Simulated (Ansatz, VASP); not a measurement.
**Two plane-wave programs on Fe**

```xyz
4
Lattice="2.3972 0.0000 0.0000 -1.1986 2.0760 0.0000 0.0000 0.0000 7.7151" Properties=species:S:1:pos:R:3 pbc="T T T"
Fe    2.3972    0.0000    0.0000
Fe    2.3972    0.0000    3.8576
Fe    0.0000    1.3840    1.9288
Fe    1.1986    0.6920    5.7863
```

Alike in both runs: functional LDA; k mesh 14 × 14 × 4; occupations fermi-dirac, width 0.1 eV; no spin polarisation.

Ansatz relaxed the structure, and its values are those at the end. VASP's run is a single point on that final structure, the one shown.

```csv
,VASP,Ansatz
version,VASP 6.6.1,Ansatz 0.2.0
potentials or method,"VASP PAW LDA potentials, release 64 (Fe), cutoff 520 eV","plane waves (420 eV) with PAW, scalar-relativistic"
valence electrons in the cell,32,64
```

Ansatz gave:

```
pressure (GPa) : 0.0
```

What did VASP give for the same quantities?

Pressure (GPa): -0.3.

Ansatz warns that its potentials were made for another functional, while VASP's fit it. LDA's correlation is that of Perdew and Zunger in VASP and of Perdew and Wang (1992) in Ansatz. VASP's potentials hold 32 valence electrons a cell and Ansatz's 64, so a difference there can come from the potentials and not from the codes.
